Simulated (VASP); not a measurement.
The system is ZnAu.

```
Zn Au
1.0
     3.10967    0.00000    0.00000
     0.00000    3.10967    0.00000
     0.00000    0.00000    3.10967
Zn Au
1 1
Cartesian
  1.5548 1.5548 1.5548
  0.0000 0.0000 0.0000
```

- Program: VASP 6.6.1
- Task: relaxation of cell and atoms
- Functional: PBE
- Potentials or basis: VASP PAW PBE potentials, release 64 (Zn, Au)
- Cutoff: 500 eV
- k mesh: 6 × 6 × 6
- Occupations: gaussian, width 0.1 eV
- Spin: no spin polarisation

At the start: pressure 10.5 GPa; volume 15.04 Å³/atom.

**Question.** Where does the relaxation end?

**Answer.** Over 3 steps the energy falls by 36.6 meV/atom and the volume is 16.24 Å³/atom (+8.0 %); space group Pm-3m (No. 221, to 0.05 Å).

Step by step:
```csv
step,energy change (eV),largest force (eV/Å),pressure (GPa),volume (Å³)
1,0.0000,0.0000,10.54,30.07
2,-0.0296,0.0000,-6.19,34.58
3,-0.0732,0.0000,-0.02,32.48
```

Final structure:
```yaml
crystal:
  lattice:
    - [3.19063, 0.00000, 0.00000]
    - [0.00000, 3.19063, 0.00000]
    - [0.00000, 0.00000, 3.19063]
  atoms:
    - { symbol: Zn, position: [0.50000, 0.50000, 0.50000] }
    - { symbol: Au, position: [0.00000, 0.00000, 0.00000] }
```
